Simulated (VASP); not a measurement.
A run of VASP 6.6.1:

INCAR

```
SYSTEM = InAs
PREC = Accurate
ENCUT = 520
EDIFF = 1E-6
ISMEAR = 0
SIGMA = 0.1
LREAL = .False.
LASPH = .True.
NELM = 60
ALGO = Normal
ISIF = 2
LWAVE = .False.
LCHARG = .True.
GGA = PS
LELF = .True.
LVHAR = .True.
NBANDS = 16
```

Contents of KPOINTS:

```
regular mesh
0
Gamma
  12 12 12
  0 0 0
```

Contents of POSCAR:

```
InAs
1.0
    0.0000000000      3.0437950975      3.0437950975
    3.0437950975      0.0000000000      3.0437950975
    3.0437950975      3.0437950975      0.0000000000
In As
1 1
Direct
    0.2500000000      0.2500000000      0.2500000000
    0.0000000000      0.0000000000      0.0000000000
```

Potentials or basis: VASP PAW PBE potentials, release 64 (In_d, As).

Run with:

```sh
$ cat potpaw_PBE.64/In_d/POTCAR potpaw_PBE.64/As/POTCAR > POTCAR
$ mpirun -np 1 vasp_std > vasp.out
```

Hardware: 1 thread of Intel(R) Xeon(R) 6975P-C (Granite Rapids), on a shared host.

Task: Estimate the wall time of this run.

Result: Wall time 22 s on 1 thread of Intel(R) Xeon(R) 6975P-C (Granite Rapids) (shared host), peak memory 0.21 GiB. Counts: scf iterations 13, k points 72.
